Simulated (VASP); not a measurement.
# Zr2Si5 in VASP: single point with PBEsol

Aim: the single point of Zr2Si5 with PBEsol.

Program: VASP 6.6.1. These are calculated values, not measurements. Logs are shortened: lines on timing, memory, paths and dates and some standing lists are left out, and cuts for length are marked.

## Step 1: The cell of the first run

The cell holds a slab with vacuum, 14 atoms: a = 3.657 Å, b = 3.674 Å, c = 31.573 Å, α = 90.00°, β = 90.00°, γ = 90.00°.

## Step 2: Single point, PBEsol

INCAR

```
SYSTEM = Zr2Si5
PREC = Accurate
ENCUT = 520
EDIFF = 1E-6
ISMEAR = 0
SIGMA = 0.1
LREAL = .FALSE.
LASPH = .TRUE.
NELM = 100
ALGO = Normal
ISIF = 2
LWAVE = .FALSE.
LCHARG = .FALSE.
LDIPOL = .TRUE.
IDIPOL = 3
DIPOL = 0.5 0.5 0.500
GGA = PS
NBANDS = 57
```

KPOINTS

```
Automatic mesh
0
G
  8 8 1
  0 0 0
```

POSCAR

```
Zr2Si5
1.0
    3.6567655739      0.0000000000      0.0000000000
    0.0000000000      3.6742585529      0.0000000000
    0.0000000000      0.0000000000     31.5726425038
Si Zr
10 4
Direct
    0.2500000000      0.5000000000      0.2692204176
    0.7500000000      0.0000000000      0.2694342879
    0.2500000000      0.0000000000      0.3597701748
    0.7500000000      0.0000000000      0.4095571780
    0.2500000000      0.0000000000      0.4999201443
    0.7500000000      0.5000000000      0.5001439878
    0.2500000000      0.5000000000      0.5911893005
    0.7500000000      0.5000000000      0.6428637498
    0.2500000000      0.5000000000      0.7317166905
    0.7500000000      0.0000000000      0.7313431160
    0.7500000000      0.5000000000      0.3363527974
    0.2500000000      0.5000000000      0.4329745553
    0.7500000000      0.0000000000      0.5668347160
    0.2500000000      0.0000000000      0.6615388533
```

Potentials or basis: VASP PAW PBE potentials, release 64 (Si, Zr_sv).

Run with:

```bash
$ cat potpaw_PBE.64/Si/POTCAR potpaw_PBE.64/Zr_sv/POTCAR > POTCAR
$ mpirun -np 1 vasp_std > vasp.out
```

OUTCAR:

```text
SYSTEM = Zr2Si5
   PREC = Accurate
   ENCUT = 520
   EDIFF = 1E-6
   ISMEAR = 0
   LREAL = .FALSE.
   LASPH = .TRUE.
   NELM = 100
   ISIF = 2
   GGA = PS

 ion  position               nearest neighbor table
   1  0.250  0.500  0.269-   2 2.59   2 2.59   2 2.59   2 2.59  11 2.80  11 2.80
   2  0.750  0.000  0.269-   1 2.59   1 2.59   1 2.59   1 2.59  11 2.80  11 2.80
   3  0.250  0.000  0.360-   4 2.41   4 2.41  11 2.70  11 2.70  11 2.70  11 2.70  12 2.95  12 2.95

   4  0.750  0.000  0.410-   3 2.41   3 2.41  12 2.70  12 2.70  12 2.70  12 2.70  11 2.95  11 2.95
[... 9 lines left out ...]
   9  0.250  0.500  0.732-  10 2.59  10 2.59  10 2.59  10 2.59  14 2.88  14 2.88
  10  0.750  0.000  0.731-   9 2.59   9 2.59   9 2.59   9 2.59  14 2.86  14 2.86
  11  0.750  0.500  0.336-   3 2.70   3 2.70   3 2.70   3 2.70   1 2.80   1 2.80   2 2.80   2 2.80
                             4 2.95   4 2.95  12 3.56  12 3.56
  12  0.250  0.500  0.433-   4 2.70   4 2.70   4 2.70   4 2.70   6 2.80   6 2.80   5 2.80   5 2.80
                             3 2.95   3 2.95  11 3.56  11 3.56
  13  0.750  0.000  0.567-   7 2.70   7 2.70   7 2.70   7 2.70   5 2.79   5 2.79   6 2.79   6 2.79
                             8 3.02   8 3.02  14 3.50  14 3.50
  14  0.250  0.000  0.662-   8 2.66   8 2.66   8 2.66   8 2.66  10 2.86  10 2.86   9 2.88   9 2.88
                             7 2.88   7 2.88  13 3.50  13 3.50

  LATTYP: Found a simple orthorhombic cell.
 ALAT       =     3.6567655739
 B/A-ratio  =     1.0047837300
 C/A-ratio  =     8.6340351509

  Lattice vectors:

 A1 = (   3.6567655739,   0.0000000000,   0.0000000000)
 A2 = (   0.0000000000,   3.6742585529,   0.0000000000)
 A3 = (   0.0000000000,   0.0000000000,  31.5726425038)

Analysis of symmetry for initial positions (statically):
=====================================================================
 Subroutine PRICEL returns:
 Original cell was already a primitive cell.

 Routine SETGRP: Setting up the symmetry group for a
 simple orthorhombic supercell.

 Subroutine GETGRP returns: Found  4 space group operations
 (whereof  2 operations were pure point group operations)
 out of a pool of  8 trial point group operations.

The static configuration has the point symmetry C_1h.
 The point group associated with its full space group is C_2v.

Analysis of symmetry for dynamics (positions and initial velocities):
=====================================================================
 Subroutine PRICEL returns:
 Original cell was already a primitive cell.

 Routine SETGRP: Setting up the symmetry group for a
 simple orthorhombic supercell.

 Subroutine GETGRP returns: Found  4 space group operations
 (whereof  2 operations were pure point group operations)
 out of a pool of  8 trial point group operations.

The dynamic configuration has the point symmetry C_1h.
[... 151 lines left out ...]
   IVDW    =     0    specifies the selected vdW correction
   LEPSILON=     F    determine dielectric tensor
   LRPA    =     F    only Hartree local field effects (RPA)
 non-spin polarized calculation
 Gauss-broadening in eV      SIGMA  =   0.10
  energy-cutoff  :      520.00
  volume of cell :      424.21
 maximum number of plane-waves:     11532
 NGX is ok and might be reduce to    28
   NGX = 13   NGY = 13   NGZ =117

 dipolmoment           0.000000      0.000000     -0.006898 electrons x Angstroem

 number of electron      87.9999997 magnetization

 dipolmoment           0.000000      0.000000      0.001958 electrons x Angstroem

 Free energy of the ion-electron system (eV)
  ---------------------------------------------------
  ext. energy  EPLUGINS =         0.00000000
  ---------------------------------------------------
  free energy    TOTEN  =       -99.69557205 eV

  energy without entropy =      -99.67008520  energy(sigma->0) =      -99.68282863

 E-fermi :   2.8179     XC(G=0):  -6.6492

 val. band max:        2.7994305896   @ k =   0.0000   0.5000   0.0000
 cond. band min:       2.8460423790   @ k =   0.0000   0.2500   0.0000
 fundamental gap:      0.0466117894
 Fermi energy:         2.8179478746

 k-point     1 :       0.0000    0.0000    0.0000
  band No.  band energies     occupation
      1     -45.6242      2.00000
      2     -45.5954      2.00000
      3     -45.5295      2.00000
      4     -45.4868      2.00000
      5     -23.8925      2.00000
      6     -23.8581      2.00000
[... 1405 lines left out ...]
     55       6.2731      0.00000
     56       6.2943      0.00000

 [... further k-points ...]

 [bands above 56 left out]

------------------------ aborting loop because EDIFF is reached ----------------------------------------

 vacuum level on the upper side and lower side of the slab       (xc-potential included)        -0.130        -0.156

  FORCE on cell =-STRESS in cart. coord.  units (eV):
  Direction    XX          YY          ZZ          XY          YZ          ZX
  --------------------------------------------------------------------------------------
  -------------------------------------------------------------------------------------
  Total       -4.1487649     -3.8463266      1.0859769      0.0000000      0.0000000      0.0000000
  in kB      -15.6693739    -14.5271017      4.1016008      0.0000000      0.0000000      0.0000000
  external PRESSURE =      -8.6982916 kB  Pullay stress =       0.0000000 kB

 VOLUME and BASIS-vectors are now :
 -----------------------------------------------------------------------------
  energy-cutoff  :      520.00
  volume of cell :      424.21
      direct lattice vectors                 reciprocal lattice vectors
     3.656765574  0.000000000  0.000000000     0.273465712  0.000000000  0.000000000
     0.000000000  3.674258553  0.000000000     0.000000000  0.272163754  0.000000000
     0.000000000  0.000000000 31.572642504     0.000000000  0.000000000  0.031672990

 POSITION                                       TOTAL-FORCE (eV/Angst)
 -----------------------------------------------------------------------------------
      0.91419      1.83713      8.50000         0.000000      0.000000     -0.168564
      2.74257      0.00000      8.50675         0.000000      0.000000     -0.254927
      0.91419      0.00000     11.35890         0.000000      0.000000     -0.411010
      2.74257      0.00000     12.93080         0.000000      0.000000      0.010430
      0.91419      0.00000     15.78380         0.000000      0.000000      0.001909
      2.74257      1.83713     15.79087         0.000000      0.000000      0.001791
      0.91419      1.83713     18.66541         0.000000      0.000000      0.002283
      2.74257      1.83713     20.29691         0.000000      0.000000     -0.003237
      0.91419      1.83713     23.10223         0.000000      0.000000      0.008654
      2.74257      0.00000     23.09043         0.000000      0.000000      0.008982
      2.74257      1.83713     10.61955         0.000000      0.000000      0.715529
      0.91419      1.83713     13.67015         0.000000      0.000000      0.079138
      2.74257      0.00000     17.89647         0.000000      0.000000      0.007963
      0.91419      0.00000     20.88653         0.000000      0.000000      0.001060
 -----------------------------------------------------------------------------------
    total drift:                                0.000000      0.000000     -0.000005

  FREE ENERGIE OF THE ION-ELECTRON SYSTEM (eV)
  ---------------------------------------------------
  free  energy   TOTEN  =       -99.6955720493 eV

  energy  without entropy=      -99.6700852032  energy(sigma->0) =      -99.68282863

 vacuum level on the upper side and lower side of the slab         8.007         7.984
```

stdout:

```text
POSCAR found type information on POSCAR SiZr
 POSCAR found :  2 types and      14 ions
 scaLAPACK will be used
 -----------------------------------------------------------------------------
|                                                                             |
|                                                                             |
|     You enforced a specific xc type in the INCAR file but a different       |
|     I HOPE YOU KNOW WHAT YOU ARE DOING!                                     |
|                                                                             |
 -----------------------------------------------------------------------------

 LDA part: xc-table for (Slater+PW92), standard interpolation
 POSCAR, INCAR and KPOINTS ok, starting setup
 FFT: planning ... GRIDC
 FFT: planning ... GRID_SOFT
 FFT: planning ... GRID
 WAVECAR not read
 entering main loop
```

Wall time 22 min (1 thread of Intel Xeon Platinum 8259CL at 2.50GHz (Skylake/Cascade Lake), shared host); peak memory 0.7 GiB.

What came out:

```yaml
Free_energy: -99.6956 eV
Largest_force: 0.716 eV/Å
Band_gap_on_the_k_mesh: zero (bands 44 and 45 overlap by 1.29 eV)
```

Forces on the atoms (eV/Å):
```
Si   0.000  0.000 -0.169
Si   0.000  0.000 -0.255
Si   0.000  0.000 -0.411
Si   0.000  0.000  0.010
Si   0.000  0.000  0.002
Si   0.000  0.000  0.002
Si   0.000  0.000  0.002
Si   0.000  0.000 -0.003
Si   0.000  0.000  0.009
Si   0.000  0.000  0.009
Zr   0.000  0.000  0.716
Zr   0.000  0.000  0.079
Zr   0.000  0.000  0.008
Zr   0.000  0.000  0.001
```

Caveat: the PAW data sets were made with another functional, which shifts forces and pressure a little.
